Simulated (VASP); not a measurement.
The system is IrOs.

```
CELL_PARAMETERS angstrom
2.74362 0.00000 0.00000
-1.37181 2.37605 0.00000
0.00000 0.00000 4.36088
ATOMIC_POSITIONS crystal
Os 0.33333 0.66667 0.00000
Ir 0.66667 0.33333 0.50000
```

```yaml
Program: VASP 6.6.1
Task: relaxation of volume and atoms at fixed shape
Functional: PBEsol
Potentials_or_basis: VASP PAW PBE potentials, release 64 (Os, Ir)
Cutoff: 600 eV
k_mesh: 10 × 10 × 6
Occupations: fermi-dirac, width 0.05 eV
Spin: no spin polarisation
```

At the start: pressure -5.9 GPa; volume 14.21 Å³/atom.

**Question.** How do energy, volume and symmetry change on relaxing?

**Answer.** Over 4 steps the energy falls by 3.9 meV/atom and the volume is 14.00 Å³/atom (-1.5 %); space group P-6m2 (No. 187, to 0.05 Å).

Step by step:
```tsv
step	energy change (eV)	largest force (eV/Å)	pressure (GPa)	volume (Å³)
1	0.0000	0.0000	-5.90	28.43
2	0.1409	0.0000	30.06	26.33
3	-0.0077	0.0000	-0.26	28.02
4	-0.0078	0.0000	0.07	28.01
```

Final structure:
```yaml
crystal:
  lattice:
    - [2.73007, 0.00000, 0.00000]
    - [-1.36503, 2.36431, 0.00000]
    - [0.00000, 0.00000, 4.33934]
  atoms:
    - { symbol: Os, position: [0.33333, 0.66667, 0.00000] }
    - { symbol: Ir, position: [0.66667, 0.33333, 0.50000] }
```

Caveat: the PAW data sets were made with another functional, which shifts forces and pressure a little.
